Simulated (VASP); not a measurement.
# Br (P6_3/mmc) in VASP: a series of runs, part 2 of 2

VASP 6.6.1.

## (3) Single point, PBE

This run uses another cell than the first one, of 17.10 Å³/atom.

Input file INCAR:

```
ALGO = Normal
EDIFF = 1E-6
ENCUT = 520
GGA = PE
ISIF = 2
ISMEAR = -1
LASPH = True
LCHARG = False
LREAL = False
LWAVE = False
NBANDS = 14
NELM = 80
PREC = Accurate
SIGMA = 0.02
```

Input file KPOINTS:

```
k-points
0
Gamma
  16 16 9
```

Input file POSCAR:

```
Br
1.0
    2.7604955607      0.0000000000      0.0000000000
   -1.3802477803      2.3906592826      0.0000000000
    0.0000000000      0.0000000000      5.1819340234
Br
2
Direct
    0.3333333333      0.6666666667      0.2500000000
    0.6666666667      0.3333333333      0.7500000000
```

Potentials or basis: VASP PAW PBE potentials, release 64 (Br).

Started as:

```
$ cat potpaw_PBE.64/Br/POTCAR > POTCAR
$ mpirun -np 1 vasp_std > vasp.out
```

OUTCAR:

```text
EDIFF = 1E-6
   ENCUT = 520
   GGA = PE
   ISIF = 2
   ISMEAR = -1
   LASPH = True
   LREAL = False
   NELM = 80
   PREC = Accurate

 ion  position               nearest neighbor table
   1  0.333  0.667  0.250-
   2  0.667  0.333  0.750-

  LATTYP: Found a hexagonal cell.
 ALAT       =     2.7604955607
 C/A-ratio  =     1.8771752787

  Lattice vectors:

 A1 = (   2.7604955607,   0.0000000000,   0.0000000000)
 A2 = (  -1.3802477803,   2.3906592826,   0.0000000000)
 A3 = (   0.0000000000,   0.0000000000,   5.1819340234)

Analysis of symmetry for initial positions (statically):
=====================================================================
 Subroutine PRICEL returns:
 Original cell was already a primitive cell.

 Routine SETGRP: Setting up the symmetry group for a
 hexagonal supercell.

 Subroutine GETGRP returns: Found 24 space group operations
 (whereof 12 operations were pure point group operations)
 out of a pool of 24 trial point group operations.

The static configuration has the point symmetry D_3d.
 The point group associated with its full space group is D_6h.

Analysis of symmetry for dynamics (positions and initial velocities):
=====================================================================
 Subroutine PRICEL returns:
 Original cell was already a primitive cell.

 Routine SETGRP: Setting up the symmetry group for a
 hexagonal supercell.

 Subroutine GETGRP returns: Found 24 space group operations
 (whereof 12 operations were pure point group operations)
 out of a pool of 24 trial point group operations.

The dynamic configuration has the point symmetry D_3d.
 The point group associated with its full space group is D_6h.

 Subroutine INISYM returns: Found 24 space group operations
 (whereof 12 operations are pure point group operations),
 and found     1 'primitive' translations

[... 120 lines left out ...]
   LHFCALC =     F    Hartree Fock is set to
   AEXX    =    0.0000 exact exchange contribution
   IVDW    =     0    specifies the selected vdW correction
   LEPSILON=     F    determine dielectric tensor
   LRPA    =     F    only Hartree local field effects (RPA)
 non-spin polarized calculation
  energy-cutoff  :      520.00
  volume of cell :       34.20
 maximum number of plane-waves:       933
 NGX is ok and might be reduce to    24
   NGX = 11   NGY = 11   NGZ = 19

 number of electron      14.0000003 magnetization

 Free energy of the ion-electron system (eV)
  ---------------------------------------------------
  ext. energy  EPLUGINS =         0.00000000
  ---------------------------------------------------
  free energy    TOTEN  =        -0.47093704 eV

  energy without entropy =       -0.46884755  energy(sigma->0) =       -0.46989230

 E-fermi :   7.1200     XC(G=0): -11.4195

 val. band max:        7.1146876726   @ k =   0.1250   0.0625   0.2222
 cond. band min:       7.1235483489   @ k =   0.1250   0.1250   0.1111
 fundamental gap:      0.0088606763
 Fermi energy:         7.1199830942

 k-point     1 :       0.0000    0.0000    0.0000
  band No.  band energies     occupation
      1     -11.9759      2.00000
      2      -9.7210      2.00000
      3      -1.1692      2.00000
      4       7.4552      0.00000
      5       9.1950      0.00000
      6       9.1950      0.00000
      7       9.9612      0.00000
      8       9.9612      0.00000
      9      16.0829      0.00000
     10      17.8035      0.00000
     11      20.1759      0.00000
     12      20.3533      0.00000
     13      20.3533      0.00000
     14      21.5577      0.00000
[... 377 lines left out ...]
      1      -9.0450      2.00000
      2      -7.3822      2.00000
      3       1.2162      2.00000
      4       1.9531      2.00000
      5       1.9642      2.00000
      6       4.4652      2.00000
      7       5.5777      2.00000
      8       6.8087      2.00000
      9      14.7279      0.00000
     10      17.6328      0.00000
     11      18.3663      0.00000
     12      19.4562      0.00000
     13      20.2763      0.00000
     14      22.3973      0.00000

 [... further k-points ...]

------------------------ aborting loop because EDIFF is reached ----------------------------------------

  FORCE on cell =-STRESS in cart. coord.  units (eV):
  Direction    XX          YY          ZZ          XY          YZ          ZX
  --------------------------------------------------------------------------------------
  -------------------------------------------------------------------------------------
  Total        8.5554692      8.5554692      8.5557816      0.0000000     -0.0000000     -0.0000000
  in kB      400.8277648    400.8277648    400.8423996      0.0000000     -0.0000000     -0.0000000
  external PRESSURE =     400.8326431 kB  Pullay stress =       0.0000000 kB

 VOLUME and BASIS-vectors are now :
 -----------------------------------------------------------------------------
  energy-cutoff  :      520.00
  volume of cell :       34.20
      direct lattice vectors                 reciprocal lattice vectors
     2.760495561  0.000000000  0.000000000     0.362253798  0.209147328  0.000000000
    -1.380247780  2.390659283  0.000000000     0.000000000  0.418294655  0.000000000
     0.000000000  0.000000000  5.181934023     0.000000000  0.000000000  0.192978142

 POSITION                                       TOTAL-FORCE (eV/Angst)
 -----------------------------------------------------------------------------------
     -0.00000      1.59377      1.29548         0.000000     -0.000000      0.000000
      1.38025      0.79689      3.88645        -0.000000      0.000000      0.000000
 -----------------------------------------------------------------------------------
    total drift:                               -0.000000      0.000000     -0.000000

  FREE ENERGIE OF THE ION-ELECTRON SYSTEM (eV)
  ---------------------------------------------------
  free  energy   TOTEN  =        -0.4709370382 eV

  energy  without entropy=       -0.4688475532  energy(sigma->0) =       -0.46989230
```

It took 19 s on 1 thread of Intel Xeon 6975P-C (Granite Rapids), shared host; peak memory 0.19 GiB.

What came out:

```yaml
Free_energy: -0.4709 eV
Pressure: 40.1 GPa
Band_gap_on_the_k_mesh: zero (bands 7 and 8 overlap by 4.82 eV)
```

Caveat: the cell stands under pressure.

## (4) Single point, PBE

This run uses another cell than the first one, of 20.08 Å³/atom.

Input file INCAR:

```
ALGO = Normal
EDIFF = 1E-6
ENCUT = 520
GGA = PE
ISIF = 2
ISMEAR = -1
LASPH = T
LCHARG = F
LREAL = F
LWAVE = F
NBANDS = 14
NELM = 80
PREC = Accurate
SIGMA = 0.02
```

KPOINTS is that of step 3.

Input file POSCAR:

```
Br
1.0
    2.8097261905      0.0000000000      0.0000000000
   -1.4048630953      2.4332942587      0.0000000000
    0.0000000000      0.0000000000      5.8728155982
Br
2
Direct
    0.3333333333      0.6666666667      0.2500000000
    0.6666666667      0.3333333333      0.7500000000
```

Started as:

```
$ cat potpaw_PBE.64/Br/POTCAR > POTCAR
$ mpirun -np 1 vasp_std > vasp.out
```

It took 22 s on 1 thread of Intel Xeon 6975P-C (Granite Rapids), shared host; peak memory 0.21 GiB.

It converged, with:

| Item | Value |
| --- | --- |
| Free energy | -1.5845 eV |
| Pressure | 20.0 GPa |
| Band gap on the k mesh | zero (bands 7 and 8 overlap by 3.98 eV) |

Levels at points of the mesh, in eV from the Fermi level:
| k point | band 4 | band 5 | band 6 | band 7 | band 8 | band 9 | band 10 | band 11 |
| --- | --- | --- | --- | --- | --- | --- | --- | --- |
| (0.00, 0.00, 0.00) | -1.08 | 2.34 | 2.34 | 2.67 | 2.67 | 7.06 | 11.35 | 12.65 |
| (0.50, 0.00, 0.00) | -6.58 | -2.72 | -1.06 | -0.31 | 0.46 | 6.78 | 7.48 | 8.98 |

Caveat: the cell stands under pressure; this functional lacks dispersion, which binds layers or chains, so the pressure and a relaxed spacing across them are unreliable.

## (5) Single point, PBE

This run uses another cell than the first one, of 36.14 Å³/atom.

Input file INCAR:

```
PREC = Accurate ; ENCUT = 520
EDIFF = 1E-7 ; ISMEAR = -1
SIGMA = 0.02 ; LREAL = F
LASPH = T ; NELM = 100
ALGO = Normal ; ISIF = 2
LWAVE = F ; LCHARG = T
GGA = PE ; LELF = T
LVHAR = T ; NBANDS = 14
```

Input file KPOINTS:

```
regular mesh
0
Gamma
  16 16 9
```

Input file POSCAR:

```
Br
1.0
    3.0240680546      0.0000000000      0.0000000000
   -1.5120340273      2.6189197581      0.0000000000
    0.0000000000      0.0000000000      9.1266843508
Br
2
Direct
    0.3333333333      0.6666666667      0.2500000000
    0.6666666667      0.3333333333      0.7500000000
```

Started as:

```
$ cat potpaw_PBE.64/Br/POTCAR > POTCAR
$ mpirun -np 1 vasp_std > vasp.out
```

It took 44 s on 1 thread of Intel Xeon 6975P-C (Granite Rapids), shared host; peak memory 0.25 GiB.

The run converged. Its results:

| Quantity | Value |
| --- | --- |
| Free energy | -2.4656 eV |
| Pressure | 0.0 GPa |
| Band gap on the k mesh | zero (bands 7 and 8 overlap by 2.89 eV) |

Levels at points of the mesh, in eV from the Fermi level:
```
           k point  band 4  band 5  band 6  band 7  band 8  band 9  band 10  band 11
(0.00, 0.00, 0.00)   -2.72    1.63    1.63    1.63    1.63    5.07     8.72    10.58
(0.50, 0.00, 0.00)   -5.12   -1.15   -0.99   -0.05   -0.03    7.22     8.14     8.49
```

Caveat: this functional lacks dispersion, which binds layers or chains, so the pressure and a relaxed spacing across them are unreliable.

## (6) Overview

| cell | gap on the mesh (eV) | pressure (GPa) |
| --- | --- | --- |
| a = 2.716, b = 2.716, c = 4.853 Å, angles 90.0, 90.0, 120.0°, 2 atoms | none | 60.1 |
| a = 2.760, b = 2.760, c = 5.182 Å, angles 90.0, 90.0, 120.0°, 2 atoms | none | 40.1 |
| a = 2.810, b = 2.810, c = 5.873 Å, angles 90.0, 90.0, 120.0°, 2 atoms | none | 20.0 |
| a = 3.024, b = 3.024, c = 9.127 Å, angles 90.0, 90.0, 120.0°, 2 atoms | none | 0.0 |

Alike in all rows: task single point; level PBE; potentials or basis VASP PAW PBE potentials, release 64 (Br); no spin polarisation; k mesh 16 × 16 × 9; cutoff (eV) 520; smearing fermi-dirac 0.02 eV.

Caveats: the cell stands under pressure (at least some runs); this functional lacks dispersion, which binds layers or chains, so the pressure and a relaxed spacing across them are unreliable (at least some runs).

Absolute energies hang on the potentials; compare differences alone.

The gap in the log of VASP goes by the Fermi energy; the results here count the filled bands.